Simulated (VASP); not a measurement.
# CuO in VASP: notebook

Runs on CuO. Level: PBE. Tasks: single point.

Program: VASP 6.6.1. These are calculated values, not measurements. Logs are shortened: lines on timing, memory, paths and dates and some standing lists are left out, and cuts for length are marked.

**1. The cell of the first run**

The typed cell holds 4 atoms: a = 2.875 Å, b = 2.875 Å, c = 5.131 Å, α = 97.70°, β = 97.70°, γ = 72.32°.

**2. Single point, PBE**

File INCAR:

```
SYSTEM = CuO
ALGO     = Normal         ! electronic algorithm
EDIFF    = 1E-7           ! SCF threshold, eV
ENCUT    = 520            ! plane-wave cutoff, eV
GGA      = PE             ! functional
ISIF     = 2              ! what is computed and relaxed
ISMEAR   = -1             ! smearing method
LASPH    = .TRUE.         ! aspherical terms in the spheres
LCHARG   = .TRUE.         ! write CHGCAR
LELF     = .TRUE.         ! ELF
LREAL    = .FALSE.        ! projectors in reciprocal space
LVHAR    = .TRUE.       
LWAVE    = .FALSE.        ! write WAVECAR
NBANDS   = 25             ! bands
NELM     = 100            ! most SCF steps
PREC     = Accurate       ! precision mode
SIGMA    = 0.05           ! smearing width, eV
```

File KPOINTS:

```
k-points
0
G
  8 8 5
  0 0 0
```

File POSCAR:

```
CuO
1.0
    2.3212035000     -1.6962660000      0.0000000000
    2.3212035000      1.6962660000      0.0000000000
   -0.8519488116      0.0000000000      5.0594363927
Cu O
2 2
Direct
    0.4950567818     -0.0061205505      0.5019140138
   -0.0061205505      0.4950567818      0.0019140138
    0.4242128351      0.5638509336      0.7517859862
    0.5638509336      0.4242128351      0.2517859862
```

Potentials or basis: VASP PAW PBE potentials, release 64 (Cu, O).

Launch:

```sh
$ cat potpaw_PBE.64/Cu/POTCAR potpaw_PBE.64/O/POTCAR > POTCAR
$ mpirun -np 1 vasp_std > vasp.out
```

OUTCAR:

```text
SYSTEM = CuO
   EDIFF = 1E-7
   ENCUT = 520
   GGA = PE
   ISIF = 2
   ISMEAR = -1
   LASPH = .TRUE.
   LREAL = .FALSE.
   NELM = 100
   PREC = Accurate

 ion  position               nearest neighbor table
   1  0.495  0.994  0.502-   3 1.92   4 1.92   4 1.96   3 1.97
   2  0.994  0.495  0.002-   4 1.92   3 1.92   3 1.96   4 1.97
   3  0.424  0.564  0.752-   1 1.92   2 1.92   2 1.96   1 1.97
   4  0.564  0.424  0.252-   2 1.92   1 1.92   1 1.96   2 1.97

  LATTYP: Found a base centered monoclinic cell.
 ALAT       =     4.6424070000
 B/A-ratio  =     0.7307700510
 C/A-ratio  =     1.1051732496
 COS(beta)  =    -0.1660503994

  Lattice vectors:

 A1 = (   2.3212035000,  -1.6962660000,   0.0000000000)
 A2 = (   2.3212035000,   1.6962660000,   0.0000000000)
 A3 = (  -0.8519488116,   0.0000000000,   5.0594363927)

Analysis of symmetry for initial positions (statically):
=====================================================================
 Subroutine PRICEL returns:
 Original cell was already a primitive cell.

 Routine SETGRP: Setting up the symmetry group for a
 base centered monoclinic supercell.

 Subroutine GETGRP returns: Found  2 space group operations
 (whereof  1 operations were pure point group operations)
 out of a pool of  4 trial point group operations.

The static configuration has the point symmetry C_1 .
 The point group associated with its full space group is C_1h.

Analysis of symmetry for dynamics (positions and initial velocities):
=====================================================================
 Subroutine PRICEL returns:
 Original cell was already a primitive cell.

 Routine SETGRP: Setting up the symmetry group for a
 base centered monoclinic supercell.

 Subroutine GETGRP returns: Found  2 space group operations
 (whereof  1 operations were pure point group operations)
 out of a pool of  4 trial point group operations.

The dynamic configuration has the point symmetry C_1 .
 The point group associated with its full space group is C_1h.

 Subroutine INISYM returns: Found  2 space group operations
 (whereof  1 operations are pure point group operations),
 and found     1 'primitive' translations

----------------------------------------------------------------------------------------

                                     Primitive cell

  volume of cell :      39.8418

  direct lattice vectors                    reciprocal lattice vectors
[... 91 lines left out ...]
   EDIFF  = 0.1E-06   stopping-criterion for ELM
   LREAL  =      F    real-space projection
   EDIFFG = 0.1E-05   stopping-criterion for IOM
   NSW    =      0    number of steps for IOM
   IBRION =     -1    ionic relax: 0-MD 1-quasi-New 2-CG
   NFREE  =      0    steps in history (QN), initial steepest desc. (CG)
   ISIF   =      2    stress and relaxation
   ISYM   =      2    0-nonsym 1-usesym 2-fastsym
   POTIM  = 0.5000    time-step for ionic-motion
   TEBEG  =    0.0;   TEEND  =   0.0 temperature during run
   PSTRESS=    0.0 pullay stress
   NELECT =      34.0000    total number of electrons
   NUPDOWN=      -1.0000    fix difference up-down
   EMIN   =  10.00;   EMAX   =-10.00  energy-range for DOS
   EFERMI =   0.00;   METHOD = LEGACY
   ISMEAR =    -1;   SIGMA  =   0.05  broadening in eV -4-tet -1-fermi 0-gaus
   EFERMI_NEDOS =   21; number of points for ismear=-14 and -15
   IALGO  =     38    algorithm
   IMIX   =      4    mixing-type and parameters
     AMIX     =   0.40;   BMIX     =  1.00
     AMIX_MAG =   1.60;   BMIX_MAG =  1.00
  volume/ion in A,a.u.               =       9.96        67.22
  Fermi-wavevector in a.u.,A,eV,Ry     =   1.552821  2.934406 32.807085  2.411253
  Thomas-Fermi vector in A             =   2.657141
   LORBIT       =      0    0 simple, 1 ext, 2 COOP (PROOUT), +10 PAW based schemes
   GGA     = PE    functional components
   LHFCALC =     F    Hartree Fock is set to
   AEXX    =    0.0000 exact exchange contribution
   IVDW    =     0    specifies the selected vdW correction
   LEPSILON=     F    determine dielectric tensor
   LRPA    =     F    only Hartree local field effects (RPA)
 non-spin polarized calculation
  energy-cutoff  :      520.00
  volume of cell :       39.84
 maximum number of plane-waves:      1109
 NGX is ok and might be reduce to    24
   NGX = 11   NGY = 11   NGZ = 19

 number of electron      33.9999999 magnetization

 Free energy of the ion-electron system (eV)
  ---------------------------------------------------
  ext. energy  EPLUGINS =         0.00000000
  ---------------------------------------------------
  free energy    TOTEN  =       -19.49899982 eV

  energy without entropy =      -19.48134069  energy(sigma->0) =      -19.49017025

 E-fermi :   5.9832     XC(G=0): -12.0099

 val. band max:        5.9674507916   @ k =   0.3750   0.0000  -0.0000
 cond. band min:       6.0002003339   @ k =  -0.3750   0.3750   0.4000
 fundamental gap:      0.0327495423
 Fermi energy:         5.9831623737

 k-point     1 :       0.0000    0.0000    0.0000
  band No.  band energies     occupation
      1     -14.1624      2.00000
      2     -12.7951      2.00000
      3      -2.4219      2.00000
      4       0.2721      2.00000
      5       0.6744      2.00000
      6       2.5160      2.00000
[... 661 lines left out ...]
     24      20.9335      0.00000
     25      21.2739      0.00000

 [... further k-points ...]

------------------------ aborting loop because EDIFF is reached ----------------------------------------

  FORCE on cell =-STRESS in cart. coord.  units (eV):
  Direction    XX          YY          ZZ          XY          YZ          ZX
  --------------------------------------------------------------------------------------
  -------------------------------------------------------------------------------------
  Total        2.5487903      2.8468193      2.5717888      0.0000000      0.0000000      0.1282093
  in kB      102.4956386    114.4804113    103.4204870      0.0000000      0.0000000      5.1557361
  external PRESSURE =     106.7988456 kB  Pullay stress =       0.0000000 kB

 VOLUME and BASIS-vectors are now :
 -----------------------------------------------------------------------------
  energy-cutoff  :      520.00
  volume of cell :       39.84
      direct lattice vectors                 reciprocal lattice vectors
     2.321203500 -1.696266000  0.000000000     0.215405500 -0.294765090  0.036271720
     2.321203500  1.696266000  0.000000000     0.215405500  0.294765090  0.036271720
    -0.851948812  0.000000000  5.059436393     0.000000000  0.000000000  0.197650474

 POSITION                                       TOTAL-FORCE (eV/Angst)
 -----------------------------------------------------------------------------------
      3.02852      0.84614      2.53940        -0.007758      0.004241     -0.001742
      3.45449     -0.84614      0.00968        -0.007758     -0.004241     -0.001742
      1.65301      0.23686      3.80361         0.007758      0.048031      0.001742
      2.07899     -0.23686      1.27390         0.007758     -0.048031      0.001742
 -----------------------------------------------------------------------------------
    total drift:                                0.000050      0.000000      0.000851

  FREE ENERGIE OF THE ION-ELECTRON SYSTEM (eV)
  ---------------------------------------------------
  free  energy   TOTEN  =       -19.4989998197 eV

  energy  without entropy=      -19.4813406876  energy(sigma->0) =      -19.49017025
```

OSZICAR:

```text
N       E                     dE             d eps       ncg     rms          rms(c)
DAV:   1     0.294604948109E+03    0.29460E+03   -0.16407E+04  4946   0.217E+03
DAV:   2     0.100993797080E+02   -0.28451E+03   -0.26216E+03  4763   0.398E+02
DAV:   3    -0.244940602583E+02   -0.34593E+02   -0.32734E+02  5767   0.155E+02
DAV:   4    -0.256258392585E+02   -0.11318E+01   -0.11271E+01  5722   0.301E+01
DAV:   5    -0.256462701743E+02   -0.20431E-01   -0.20422E-01  6187   0.357E+00    0.175E+01
DAV:   6    -0.228132397503E+02    0.28330E+01   -0.34776E+01  6630   0.151E+02    0.130E+01
DAV:   7    -0.194381571233E+02    0.33751E+01   -0.95975E+00  5643   0.114E+02    0.259E+00
DAV:   8    -0.195342054181E+02   -0.96048E-01   -0.14727E+00  4921   0.836E+00    0.162E+00
DAV:   9    -0.195033522866E+02    0.30853E-01   -0.56801E-02  8073   0.641E+00    0.498E-01
DAV:  10    -0.194995441550E+02    0.38081E-02   -0.12945E-02  6970   0.180E+00    0.322E-01
DAV:  11    -0.194989295889E+02    0.61457E-03   -0.57907E-03  7031   0.708E-01    0.477E-02
DAV:  12    -0.194989628013E+02   -0.33212E-04   -0.26294E-04  5942   0.177E-01    0.290E-02
DAV:  13    -0.194990017303E+02   -0.38929E-04   -0.41723E-05  7033   0.741E-02    0.108E-02
DAV:  14    -0.194990000386E+02    0.16917E-05   -0.14382E-06  7677   0.355E-02    0.530E-03
DAV:  15    -0.194989998721E+02    0.16649E-06   -0.16490E-06  7045   0.144E-02    0.469E-04
DAV:  16    -0.194989998197E+02    0.52367E-07   -0.40032E-08  2774   0.348E-03
   1 F= -.19499000E+02 E0= -.19490170E+02  d E =-.176591E-01
```

stdout:

```text
POSCAR found type information on POSCAR CuO
 POSCAR found :  2 types and       4 ions
 scaLAPACK will be used
 LDA part: xc-table for (Slater+PW92), standard interpolation
 POSCAR, INCAR and KPOINTS ok, starting setup
 FFT: planning ... GRIDC
 FFT: planning ... GRID_SOFT
 FFT: planning ... GRID
 WAVECAR not read
 entering main loop
```

It took 2.2 min on 1 thread of Intel Xeon 8259CL, shared host; peak memory 0.21 GiB.

Results:

```
Free energy            : -19.4990 eV
Pressure               : 10.7 GPa
Largest force          : 0.049 eV/Å
Band gap on the k mesh : zero (bands 17 and 18 overlap by 0.49 eV)
```

Forces in eV/Å, atoms in the order of the input:
```
Cu  -0.008  0.004 -0.002
Cu  -0.008 -0.004 -0.002
O    0.008  0.048  0.002
O    0.008 -0.048  0.002
```

Caveat: the cell stands under pressure; semilocal functionals underestimate gaps, and a narrow one can read as zero; semilocal functionals often make such compounds metallic where correlation or magnetic order opens a gap, which also shifts bond lengths.

**3. Single point, PBE**

This run uses another cell than the first one, of 10.16 Å³/atom.

File INCAR:

```
PREC = Accurate
ENCUT = 520
EDIFF = 1E-7
ISMEAR = -1
SIGMA = 0.05
LREAL = False
LASPH = True
NELM = 100
ALGO = Normal
ISIF = 2
LWAVE = False
LCHARG = False
GGA = PE
NBANDS = 25
```

File KPOINTS:

```
regular mesh
0
Gamma
  8 8 5
```

File POSCAR:

```
CuO
1.0
    2.3446500000     -1.7134000000      0.0000000000
    2.3446500000      1.7134000000      0.0000000000
   -0.8605543552      0.0000000000      5.0594363927
Cu O
2 2
Direct
    0.4942610872     -0.0057608847      0.5018511947
   -0.0057608847      0.4942610872      0.0018511947
    0.4277212022      0.5607785953      0.7518488053
    0.5607785953      0.4277212022      0.2518488053
```

Potentials or basis: VASP PAW PBE potentials, release 64 (Cu, O).

Launch:

```sh
$ cat potpaw_PBE.64/Cu/POTCAR potpaw_PBE.64/O/POTCAR > POTCAR
$ mpirun -np 1 vasp_std > vasp.out
```

Wall time 1.8 min (1 thread of Intel Xeon 8259CL, shared host); peak memory 0.22 GiB.

It converged, with:

```
Free energy            : -19.5449 eV
Pressure               : 7.4 GPa
Largest force          : 0.053 eV/Å
Band gap on the k mesh : zero (bands 17 and 18 overlap by 0.51 eV)
```

Forces on the atoms (eV/Å):
```
Cu   0.001  0.000  0.000
Cu   0.001  0.000  0.000
O   -0.001  0.053  0.000
O   -0.001 -0.053  0.000
```

Stress tensor (GPa, compression positive):
```
6.04 0.00 1.14
0.00 8.68 0.00
1.14 0.00 7.39
```

Levels at points of the mesh, in eV from the Fermi level:
```
           k point  band 13  band 14  band 15  band 16  band 17  band 18  band 19  band 20  band 21  band 22
(0.00, 0.00, 0.00)    -2.45    -2.29    -2.22    -1.71     0.20     0.94     1.76     6.10     8.10    13.63
(0.50, 0.00, 0.00)    -2.11    -1.65    -1.55    -1.46     0.06     0.27     4.64     6.27     6.93    11.19
(0.50, 0.50, 0.00)    -2.20    -2.19    -1.70    -1.26    -0.73     1.07     3.21     7.20     8.43    10.00
```

Caveat: the cell stands under pressure; semilocal functionals often make such compounds metallic where correlation or magnetic order opens a gap, which also shifts bond lengths. With open d or f shells a metallic result of PBE can be an artefact of self-interaction; +U or a hybrid may open a gap.

**4. Single point, PBE**

This run uses another cell than the first one, of 10.37 Å³/atom.

File INCAR:

```
PREC = Accurate ; ENCUT = 520
EDIFF = 1E-6 ; ISMEAR = -1
SIGMA = 0.05 ; LREAL = False
LASPH = True ; NELM = 100
ALGO = Normal ; ISIF = 2
LWAVE = False ; LCHARG = False
GGA = PE ; NBANDS = 25
```

File KPOINTS:

```
Automatic mesh
0
Gamma
  8 8 5
```

File POSCAR:

```
CuO
1.0
    2.3680965000     -1.7305340000      0.0000000000
    2.3680965000      1.7305340000      0.0000000000
   -0.8691598988      0.0000000000      5.0594363927
Cu O
2 2
Direct
    0.4942766854     -0.0056786599      0.5018269465
   -0.0056786599      0.4942766854      0.0018269465
    0.4300519390      0.5583500355      0.7518730535
    0.5583500355      0.4300519390      0.2518730535
```

Potentials or basis: VASP PAW PBE potentials, release 64 (Cu, O).

Launch:

```sh
$ cat potpaw_PBE.64/Cu/POTCAR potpaw_PBE.64/O/POTCAR > POTCAR
$ mpirun -np 1 vasp_std > vasp.out
```

OUTCAR:

```text
PREC = Accurate
   ENCUT = 520
   EDIFF = 1E-6
   ISMEAR = -1
   LREAL = False
   LASPH = True
   NELM = 100
   ISIF = 2
   GGA = PE

 ion  position               nearest neighbor table
   1  0.494  0.994  0.502-   3 1.93   4 1.93   4 1.99   3 1.99
   2  0.994  0.494  0.002-   4 1.93   3 1.93   3 1.99   4 1.99
   3  0.430  0.558  0.752-   1 1.93   2 1.93   2 1.99   1 1.99
   4  0.558  0.430  0.252-   2 1.93   1 1.93   1 1.99   2 1.99

  LATTYP: Found a base centered monoclinic cell.
[... 875 lines left out ...]
  Direction    XX          YY          ZZ          XY          YZ          ZX
  --------------------------------------------------------------------------------------
  -------------------------------------------------------------------------------------
  Total        0.5691254      1.5734562      1.2071288      0.0000000      0.0000000      0.3917483
  in kB       21.9890711     60.7929979     46.6393535      0.0000000      0.0000000     15.1358210
  external PRESSURE =      43.1404742 kB  Pullay stress =       0.0000000 kB

 VOLUME and BASIS-vectors are now :
 -----------------------------------------------------------------------------
  energy-cutoff  :      520.00
  volume of cell :       41.47
      direct lattice vectors                 reciprocal lattice vectors
     2.368096500 -1.730534000  0.000000000     0.211140044 -0.288928157  0.036271720
     2.368096500  1.730534000  0.000000000     0.211140044  0.288928157  0.036271720
    -0.869159899  0.000000000  5.059436393     0.000000000  0.000000000  0.197650474

 POSITION                                       TOTAL-FORCE (eV/Angst)
 -----------------------------------------------------------------------------------
      3.08898      0.86534      2.53896        -0.004644     -0.002661      0.002496
      3.52356     -0.86534      0.00924        -0.004644      0.002661      0.002496
      1.68713      0.22202      3.80405         0.004644      0.039950     -0.002496
      2.12171     -0.22202      1.27434         0.004644     -0.039950     -0.002496
 -----------------------------------------------------------------------------------
    total drift:                                0.001611     -0.000000      0.001896

  FREE ENERGIE OF THE ION-ELECTRON SYSTEM (eV)
  ---------------------------------------------------
  free  energy   TOTEN  =       -19.5744660951 eV

  energy  without entropy=      -19.5570824057  energy(sigma->0) =      -19.56577425
```

OSZICAR:

```text
N       E                     dE             d eps       ncg     rms          rms(c)
DAV:   1     0.291597699953E+03    0.29160E+03   -0.16474E+04  5010   0.215E+03
DAV:   2     0.108943617349E+02   -0.28070E+03   -0.25885E+03  4688   0.395E+02
DAV:   3    -0.245308430605E+02   -0.35425E+02   -0.33417E+02  5827   0.154E+02
DAV:   4    -0.257472919883E+02   -0.12164E+01   -0.12103E+01  5636   0.305E+01
DAV:   5    -0.257723777550E+02   -0.25086E-01   -0.25072E-01  6109   0.392E+00    0.176E+01
DAV:   6    -0.232241912239E+02    0.25482E+01   -0.36659E+01  6671   0.152E+02    0.136E+01
DAV:   7    -0.195044690042E+02    0.37197E+01   -0.10185E+01  5673   0.115E+02    0.259E+00
DAV:   8    -0.196086439307E+02   -0.10417E+00   -0.15706E+00  4884   0.859E+00    0.160E+00
DAV:   9    -0.195786700131E+02    0.29974E-01   -0.60892E-02  7764   0.612E+00    0.491E-01
DAV:  10    -0.195750765144E+02    0.35935E-02   -0.13135E-02  6835   0.164E+00    0.334E-01
DAV:  11    -0.195744025108E+02    0.67400E-03   -0.61329E-03  7070   0.718E-01    0.506E-02
DAV:  12    -0.195744291131E+02   -0.26602E-04   -0.32452E-04  6332   0.206E-01    0.289E-02
DAV:  13    -0.195744674943E+02   -0.38381E-04   -0.40044E-05  7140   0.809E-02    0.979E-03
DAV:  14    -0.195744661922E+02    0.13020E-05   -0.78927E-07  4257   0.369E-02    0.482E-03
DAV:  15    -0.195744660951E+02    0.97104E-07   -0.16687E-06  3379   0.144E-02
   1 F= -.19574466E+02 E0= -.19565774E+02  d E =-.173837E-01
```

Wall time 1.9 min (1 thread of Intel Xeon 8259CL, shared host); peak memory 0.22 GiB.

Results:

- Free energy: -19.5745 eV
- Pressure: 4.3 GPa
- Largest force: 0.040 eV/Å
- Band gap on the k mesh: zero (bands 17 and 18 overlap by 0.52 eV)

Forces on the atoms (eV/Å):
```
Cu  -0.005 -0.003  0.002
Cu  -0.005  0.003  0.002
O    0.005  0.040 -0.002
O    0.005 -0.040 -0.002
```

Levels at points of the mesh, in eV from the Fermi level:
| k point | band 14 | band 15 | band 16 | band 17 | band 18 | band 19 | band 20 | band 21 |
| --- | --- | --- | --- | --- | --- | --- | --- | --- |
| (0.00, 0.00, 0.00) | -2.25 | -2.17 | -1.65 | 0.20 | 0.93 | 1.70 | 6.05 | 8.03 |
| (0.50, 0.00, 0.00) | -1.62 | -1.52 | -1.44 | 0.07 | 0.28 | 4.69 | 6.16 | 6.82 |
| (0.50, 0.50, 0.00) | -2.14 | -1.68 | -1.25 | -0.73 | 1.04 | 3.19 | 7.16 | 8.42 |

Caveat: the cell stands under pressure; semilocal functionals often make such compounds metallic where correlation or magnetic order opens a gap, which also shifts bond lengths. With open d or f shells a metallic result of PBE can be an artefact of self-interaction; +U or a hybrid may open a gap.

[end of part 1 of 2]

The gap in the log of VASP goes by the Fermi energy; the results here count the filled bands.